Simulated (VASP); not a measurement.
Input of a VASP 6.6.1 run:

The input INCAR:

```
PREC = Accurate
ENCUT = 600
EDIFF = 1E-8
ISMEAR = 0
SIGMA = 0.01
LREAL = False
LASPH = True
NELM = 80
ALGO = Normal
ISIF = 3
LWAVE = False
LCHARG = True
GGA = PE
NBANDS = 11
IBRION = 6
NFREE = 2
POTIM = 0.015
NSW = 1
```

The input KPOINTS:

```
Automatic mesh
0
Gamma
  12 12 12
```

File POSCAR:

```
Si
1.0
    0.0000000000      2.5821775002      2.5821775002
    2.5821775002      0.0000000000      2.5821775002
    2.5821775002      2.5821775002      0.0000000000
Si
2
Direct
    0.5000000000      0.5000000000      0.5000000000
    0.7500000000      0.7500000000      0.7500000000
```

Potentials or basis: VASP PAW PBE potentials, release 64 (Si).

Launch:

```console
$ cat potpaw_PBE.64/Si/POTCAR > POTCAR
$ mpirun -np 1 vasp_std > vasp.out
```

Problem. What does it give for the elastic constants C11, C12, C44?

Solution. 210, 120, 77 GPa.

Problem. What does it give for the Voigt bulk modulus?

Solution. 150 GPa.

Problem. Estimate the highest phonon frequency at Γ.

Solution. 595 cm⁻¹.

Clamped-ion elastic tensor (GPa):
```
210 120 120   0   0   0
120 210 120   0   0   0
120 120 210   0   0   0
  0   0   0 158   0   0
  0   0   0   0 158   0
  0   0   0   0   0 158
```

Caveat: the cell is under stress, which shifts elastic constants.
